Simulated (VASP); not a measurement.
## CdS: single point with PBE

Crystal: CdS.

```
Cd S
1.0
     0.00000    2.91650    2.91650
     2.91650    0.00000    2.91650
     2.91650    2.91650    0.00000
Cd S
1 1
Direct
  0.00000 0.00000 0.00000
  0.75000 0.75000 0.75000
```

| Property | Result |
| --- | --- |
| Program | VASP 6.6.1 |
| Task | single point |
| Functional | PBE |
| Potentials or basis | VASP PAW PBE potentials, release 64 (Cd, S) |
| Cutoff | 500 eV |
| k mesh | 6 × 6 × 6 |
| Occupations | gaussian, width 0.01 eV |
| Spin | no spin polarisation |

```yaml
Pressure: 3.2 GPa
Band_gap_on_the_k_mesh: 1.15 eV
```

Levels at points of the mesh, in eV from the valence-band top:
```csv
k point,band 7,band 8,band 9,band 10,band 11,band 12
"(0.00, 0.00, 0.00)",0.00,0.00,0.00,1.15,6.55,6.55
"(0.50, 0.00, 0.00)",-4.40,-0.75,-0.75,3.01,7.01,7.01
"(0.50, 0.50, 0.00)",-3.95,-1.88,-1.88,3.55,4.35,9.23
```

Wall time 12 s on 1 thread of Intel(R) Xeon(R) Platinum 8259CL CPU @ 2.50GHz (Skylake/Cascade Lake), on a shared host, peak memory 0.16 GiB.

Caveat: the cell stands under pressure. A hybrid or GW would open this gap; PBE tends to underestimate it.
